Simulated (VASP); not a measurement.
Au:

```
CELL_PARAMETERS angstrom
0.00000 1.96781 1.96781
1.96781 0.00000 1.96781
1.96781 1.96781 0.00000
ATOMIC_POSITIONS crystal
Au 0.00000 0.00000 0.00000
```

| Item | Value |
| --- | --- |
| Program | VASP 6.6.1 |
| Task | relaxation of cell and atoms |
| Functional | PBE |
| Potentials or basis | VASP PAW PBE potentials, release 64 (Au) |
| Cutoff | 600 eV |
| k mesh | 14 × 14 × 14 |
| Occupations | fermi-dirac, width 0.03 eV |
| Spin | non-collinear spin, zero start, spin-orbit coupling |
| Starting moments | [[0.0, 0.0, 0.0]] μB |

At the start: pressure 35.9 GPa; volume 15.24 Å³/atom.

Problem. Where does the relaxation end?

Solution. Over 5 steps the energy falls by 241.0 meV/atom and the volume is 17.79 Å³/atom (+16.7 %); space group Fm-3m (No. 225, to 0.1 Å) before and after; moment 0.00 μB per cell.

The path:
```tsv
step	energy change (eV)	largest force (eV/Å)	pressure (GPa)	volume (Å³)
1	0.0000	0.0000	35.92	15.24
2	0.2531	0.0000	-17.43	24.09
3	-0.2387	0.0000	-2.37	18.10
4	-0.2408	0.0000	-0.72	17.88
5	-0.2410	0.0000	0.04	17.79
```

Final structure:
```yaml
crystal:
  lattice:
    - [0.00000, 2.07199, 2.07199]
    - [2.07199, 0.00000, 2.07199]
    - [2.07199, 2.07199, 0.00000]
  atoms:
    - { symbol: Au, position: [0.00000, 0.00000, 0.00000] }
```

Caveat: the volume moved by over 15 % at a fixed basis, so the end points are rough.
